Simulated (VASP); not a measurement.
Write the native input for VASP 6.6.1 that does the following.

| Item | Value |
| --- | --- |
| Task | single point |
| Functional | PBE |
| Potentials or basis | VASP PAW PBE potentials, release 64 (Ti_sv) |
| Cutoff | 520 eV |
| k mesh | 2 × 2 × 2 |
| Occupations | methfessel-paxton, width 0.1 eV |
| Spin | no spin polarisation |
| Dipole correction | no |
| Further INCAR settings | LREAL = Auto; ALGO = Normal; EDIFF = 1e-06; NBANDS = 240 |

The structure of Ti lies in POSCAR:

```
Ti
1.0
    8.8180724686      0.0000000867      0.0000000000
   -4.4090363094      7.6366747268      0.0000000000
    0.0000000000      0.0000000000      9.2970418644
Ti
36
Direct
    0.1111111111      0.2222222222      0.1250000000
    0.2222222222      0.1111111111      0.3750000000
    0.1111111111      0.2222222222      0.6250000000
    0.2222222222      0.1111111111      0.8750000000
    0.1111111111      0.5555555556      0.1250000000
    0.2222222222      0.4444444444      0.3750000000
    0.1111111111      0.5555555556      0.6250000000
    0.2222222222      0.4444444444      0.8750000000
    0.1111111111      0.8888888889      0.1250000000
    0.2222222222      0.7777777778      0.3750000000
    0.1111111111      0.8888888889      0.6250000000
    0.2222222222      0.7777777778      0.8750000000
    0.4444444444      0.2222222222      0.1250000000
    0.5555555556      0.1111111111      0.3750000000
    0.4444444444      0.2222222222      0.6250000000
    0.5555555556      0.1111111111      0.8750000000
    0.4444444444      0.5555555556      0.1250000000
    0.5555555556      0.4444444444      0.3750000000
    0.4444444444      0.5555555556      0.6250000000
    0.5555555556      0.4444444444      0.8750000000
    0.4444444444      0.8888888889      0.1250000000
    0.5555555556      0.7777777778      0.3750000000
    0.4444444444      0.8888888889      0.6250000000
    0.5555555556      0.7777777778      0.8750000000
    0.7777777778      0.2222222222      0.1250000000
    0.8888888889      0.1111111111      0.3750000000
    0.7777777778      0.2222222222      0.6250000000
    0.8888888889      0.1111111111      0.8750000000
    0.7777777778      0.5555555556      0.1250000000
    0.8888888889      0.4444444444      0.3750000000
    0.7777777778      0.5555555556      0.6250000000
    0.8888888889      0.4444444444      0.8750000000
    0.7777777778      0.8888888889      0.1250000000
    0.8888888889      0.7777777778      0.3750000000
    0.7777777778      0.8888888889      0.6250000000
    0.8888888889      0.7777777778      0.8750000000
```

One way to write it, as run:

INCAR

```
SYSTEM = Ti
PREC = Accurate ; ENCUT = 520
EDIFF = 1E-6 ; ISMEAR = 1
SIGMA = 0.1 ; LREAL = Auto
LASPH = .True. ; NELM = 80
ALGO = Normal ; ISIF = 2
LWAVE = .False. ; LCHARG = .False.
GGA = PE ; NBANDS = 240
KPAR = 2 ; NCORE = 2
```

KPOINTS

```
regular mesh
0
Gamma
  2 2 2
  0 0 0
```

Potentials or basis: VASP PAW PBE potentials, release 64 (Ti_sv).

Run with:

```bash
$ cat potpaw_PBE.64/Ti_sv/POTCAR > POTCAR
$ mpirun -np 4 vasp_std > vasp.out
```

It gave:

The pressure is -0.4 GPa and the band gap on the k mesh is zero (bands 216 and 217 overlap by 0.06 eV).

Caveat: the k points lie up to 0.41 Å⁻¹ apart.

Wall time 7.5 min on 4 MPI ranks on Oxide Virtual Turin-like Processor, with other jobs on the host, peak memory 0.54 GiB a rank.
